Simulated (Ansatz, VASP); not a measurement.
# VBiSe3: VASP beside Ansatz

```
CELL_PARAMETERS angstrom
7.00877 0.00000 0.00000
-3.50439 6.06977 0.00000
0.00000 0.00000 5.31408
ATOMIC_POSITIONS crystal
V 0.00000 0.00000 0.00000
V 0.00000 0.00000 0.50000
Bi 0.33333 0.66667 0.75000
Bi 0.66667 0.33333 0.25000
Se 0.82683 0.65365 0.75000
Se 0.34635 0.17317 0.75000
Se 0.82683 0.17317 0.75000
Se 0.17317 0.34635 0.25000
Se 0.65365 0.82683 0.25000
Se 0.17317 0.82683 0.25000
```

Alike in both runs: functional PBE; k mesh 3 × 3 × 4; occupations gaussian, width 0.1 eV; collinear spin.

Ansatz relaxed the structure, and its values are those at the end. VASP's run is a single point on that final structure, the one shown.

|  | VASP | Ansatz |
| --- | --- | --- |
| version | VASP 6.6.1 | Ansatz 0.2.0 |
| potentials or method | VASP PAW PBE potentials, release 64 (V_sv, Bi_d, Se), cutoff 520 eV | scalar-relativistic, plane waves, PAW |
| valence electrons in the cell | 92 | 152 |

```tsv
	VASP	Ansatz	Ansatz less VASP
gap on the k mesh at the Fermi level (eV)	none	none	-
pressure (GPa)	0.1	0.1	-0.07
rms of the force components (eV/Å)	0.015	0.007	-0.0081
net moment per atom (μB)	0.00	0.00	0.000
```

A gap of «none» marks a metal or a gap that the smearing closes. The functional is the same, so the differences come from potentials, cutoffs and numerics. VASP's potentials hold 92 valence electrons a cell and Ansatz's 152, so a difference there can come from the potentials and not from the codes. Ansatz's warnings: seeded moment not kept.

Spin-orbit coupling is off throughout.
